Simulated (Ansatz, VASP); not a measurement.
# One calculation of Ru, two programs

```
Ru
1.0
     2.70580    0.00000    0.00000
    -1.35290    2.34329    0.00000
     0.00000    0.00000    4.28190
Ru
2
Direct
  0.30133 0.60265 0.25000
  0.66667 0.33333 0.75000
```

Alike in both runs: task single point; functional PBE; k mesh 24 × 24 × 12; occupations gaussian, width 0.15 eV; no spin polarisation.

|  | VASP | Ansatz |
| --- | --- | --- |
| version | VASP 6.6.1 | Ansatz 0.2.0 |
| potentials or method | VASP PAW PBE potentials, release 64 (Ru_pv), cutoff 520 eV | scalar-relativistic, plane waves, PAW |
| valence electrons in the cell | 28 | 32 |

```csv
,VASP,Ansatz,Ansatz less VASP
gap on the k mesh at the Fermi level (eV),none,none,-
pressure (GPa),5.5,5.6,+0.09
"traceless stress, the component that is largest in VASP (GPa)",-3.00,-2.97,+0.031
rms of the force components (eV/Å),0.627,0.628,+0.0009
```

Atom by atom the forces differ by 0.001 eV/Å (rms over components). A gap of «none» marks a metal or a gap that the smearing closes. With one functional, cell and mesh, what is left measures potentials, basis and numerics. VASP's potentials hold 28 valence electrons a cell and Ansatz's 32, so a difference there can come from the potentials and not from the codes.
